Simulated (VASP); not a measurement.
# Li (Fm-3m) in VASP: a series of runs, part 3 of 3

VASP 6.6.1.

**5. Electric field gradients, LDA (20.07 Å³/atom)**

This run uses another cell than the first one, of 20.07 Å³/atom.

File INCAR:

```
  ALGO = Normal
  EDIFF = 1E-8
  ENCUT = 520
  GGA = CA
  ISIF = 2
  ISMEAR = -1
  LASPH = True
  LCHARG = False
  LEFG = True
  LREAL = False
  LWAVE = False
  NBANDS = 8
  NELM = 60
  PREC = Accurate
  SIGMA = 0.05
```

File KPOINTS:

```
k-points
0
Gamma
  16 16 16
```

File POSCAR:

```
Li
1.0
    0.0000000000      2.1570486114      2.1570486114
    2.1570486114      0.0000000000      2.1570486114
    2.1570486114      2.1570486114      0.0000000000
Li
1
Direct
    0.0000000000      0.0000000000      0.0000000000
```

Potentials or basis: VASP PAW LDA potentials, release 64 (Li_sv).

Started as:

```console
$ cat potpaw_LDA.64/Li_sv/POTCAR > POTCAR
$ mpirun -np 1 vasp_std > vasp.out
```

OUTCAR:

```text
EDIFF = 1E-8
   ENCUT = 520
   GGA = CA
   ISIF = 2
   ISMEAR = -1
   LASPH = True
   LREAL = False
   NELM = 60
   PREC = Accurate

 ion  position               nearest neighbor table
   1  0.000  0.000  0.000-

  LATTYP: Found a face centered cubic cell.
 ALAT       =     4.3140972228

  Lattice vectors:

 A1 = (   0.0000000000,   2.1570486114,   2.1570486114)
 A2 = (   2.1570486114,   0.0000000000,   2.1570486114)
 A3 = (   2.1570486114,   2.1570486114,   0.0000000000)

Analysis of symmetry for initial positions (statically):
=====================================================================
 Subroutine PRICEL returns:
 Original cell was already a primitive cell.

 Routine SETGRP: Setting up the symmetry group for a
 face centered cubic supercell.

 Subroutine GETGRP returns: Found 48 space group operations
 (whereof 48 operations were pure point group operations)
 out of a pool of 48 trial point group operations.

The static configuration has the point symmetry O_h .

Analysis of symmetry for dynamics (positions and initial velocities):
=====================================================================
 Subroutine PRICEL returns:
 Original cell was already a primitive cell.

 Routine SETGRP: Setting up the symmetry group for a
 face centered cubic supercell.

 Subroutine GETGRP returns: Found 48 space group operations
 (whereof 48 operations were pure point group operations)
 out of a pool of 48 trial point group operations.

The dynamic configuration has the point symmetry O_h .

[... 151 lines left out ...]
  band No.  band energies     occupation
      1     -44.9874      2.00000
      2      -2.8791      2.00000
      3      14.8368      0.00000
      4      14.8368      0.00000
      5      14.8368      0.00000
      6      18.9841      0.00000
      7      18.9841      0.00000
      8      18.9841      0.00000
[... 243 lines left out ...]
 k-point    24 :      -0.0625    0.0625    0.0000
  band No.  band energies     occupation
      1     -44.9853      2.00000
      2      -2.6952      2.00000
      3      13.4756      0.00000
      4      13.6982      0.00000
      5      14.8998      0.00000
      6      17.9564      0.00000
      7      19.2358      0.00000
      8      20.3377      0.00000

 [... further k-points ...]

------------------------ aborting loop because EDIFF is reached ----------------------------------------

  FORCE on cell =-STRESS in cart. coord.  units (eV):
  Direction    XX          YY          ZZ          XY          YZ          ZX
  --------------------------------------------------------------------------------------
  -------------------------------------------------------------------------------------
  Total       -0.1114710     -0.1114710     -0.1114710      0.0000000      0.0000000     -0.0000000
  in kB       -8.8973903     -8.8973903     -8.8973903      0.0000000      0.0000000     -0.0000000
  external PRESSURE =      -8.8973903 kB  Pullay stress =       0.0000000 kB

 VOLUME and BASIS-vectors are now :
 -----------------------------------------------------------------------------
  energy-cutoff  :      520.00
  volume of cell :       20.07
      direct lattice vectors                 reciprocal lattice vectors
     0.000000000  2.157048611  2.157048611    -0.231798207  0.231798207  0.231798207
     2.157048611  0.000000000  2.157048611     0.231798207 -0.231798207  0.231798207
     2.157048611  2.157048611  0.000000000     0.231798207  0.231798207 -0.231798207

 POSITION                                       TOTAL-FORCE (eV/Angst)
 -----------------------------------------------------------------------------------
      0.00000      0.00000      0.00000         0.000000      0.000000      0.000000
 -----------------------------------------------------------------------------------
    total drift:                                0.000000      0.000000     -0.000000

  FREE ENERGIE OF THE ION-ELECTRON SYSTEM (eV)
  ---------------------------------------------------
  free  energy   TOTEN  =        -2.0475670916 eV

  energy  without entropy=       -2.0439296697  energy(sigma->0) =       -2.04574838

 Electric field gradients (V/A^2)
---------------------------------------------------------------------
 ion       V_xx      V_yy      V_zz      V_xy      V_xz      V_yz
---------------------------------------------------------------------
   1      -0.000     0.000     0.000    -0.001    -0.001    -0.001
---------------------------------------------------------------------

 Electric field gradients after diagonalization (V/A^2)
 (convention: |V_zz| > |V_xx| > |V_yy|)
----------------------------------------------------------------------
 ion       V_xx      V_yy      V_zz     asymmetry (V_yy - V_xx)/ V_zz
----------------------------------------------------------------------
   1       0.001     0.001    -0.003       0.000
----------------------------------------------------------------------

           NMR quadrupolar parameters

 Cq : quadrupolar parameter    Cq=e*Q*V_zz/h
 eta: asymmetry parameters     (V_yy - V_xx)/ V_zz
 Q  : nuclear electric quadrupole moment in mb (millibarn)
----------------------------------------------------------------------
 ion       Cq(MHz)       eta       Q (mb)
----------------------------------------------------------------------
   1      -0.000       0.000       1.000
----------------------------------------------------------------------
```

OSZICAR:

```text
N       E                     dE             d eps       ncg     rms          rms(c)
DAV:   1    -0.329455335376E+00   -0.32946E+00   -0.70507E+02  2320   0.257E+02
DAV:   2    -0.202774077663E+01   -0.16983E+01   -0.16760E+01  3408   0.343E+01
DAV:   3    -0.204859171844E+01   -0.20851E-01   -0.20844E-01  2584   0.302E+00
DAV:   4    -0.204908758697E+01   -0.49587E-03   -0.49587E-03  3768   0.333E-01
DAV:   5    -0.204908950889E+01   -0.19219E-05   -0.19219E-05  2688   0.116E-02    0.220E-01
DAV:   6    -0.204807005947E+01    0.10194E-02   -0.40099E-04  3888   0.791E-02    0.124E-01
DAV:   7    -0.204756478097E+01    0.50528E-03   -0.87539E-04  3768   0.120E-01    0.298E-02
DAV:   8    -0.204756682692E+01   -0.20460E-05   -0.17791E-05  2648   0.291E-02    0.137E-03
DAV:   9    -0.204756705142E+01   -0.22450E-06   -0.44182E-07  3464   0.533E-03    0.604E-04
DAV:  10    -0.204756709845E+01   -0.47038E-07   -0.47090E-08  3176   0.117E-03    0.353E-04
DAV:  11    -0.204756709161E+01    0.68442E-08   -0.28332E-09  1648   0.322E-04
   1 F= -.20475671E+01 E0= -.20457484E+01  d E =-.363742E-02
```

stdout:

```text
POSCAR found type information on POSCAR Li
 POSCAR found :  1 types and       1 ions
 scaLAPACK will be used
 LDA part: xc-table for (Slater(with rela. corr.)+CA(PZ))
 , standard interpolation
 POSCAR, INCAR and KPOINTS ok, starting setup
 FFT: planning ... GRIDC
 FFT: planning ... GRID_SOFT
 FFT: planning ... GRID
 WAVECAR not read
 entering main loop
ion   1
```

It took 19 s on 1 thread of Intel Xeon Platinum 8259CL at 2.50GHz (Skylake/Cascade Lake), shared host; peak memory 0.13 GiB.

Results:

```
Free energy                             : -2.0476 eV
Band gap on the k mesh                  : zero (an odd number of electrons rules out a gap without spin polarisation)
Largest electric field gradient by atom : zero within the noise of the run
```

Caveat: the cutoff is under 1.25 times the usual one of these potentials, so pressure, stress and relaxed cells hold a basis-set (Pulay) error.
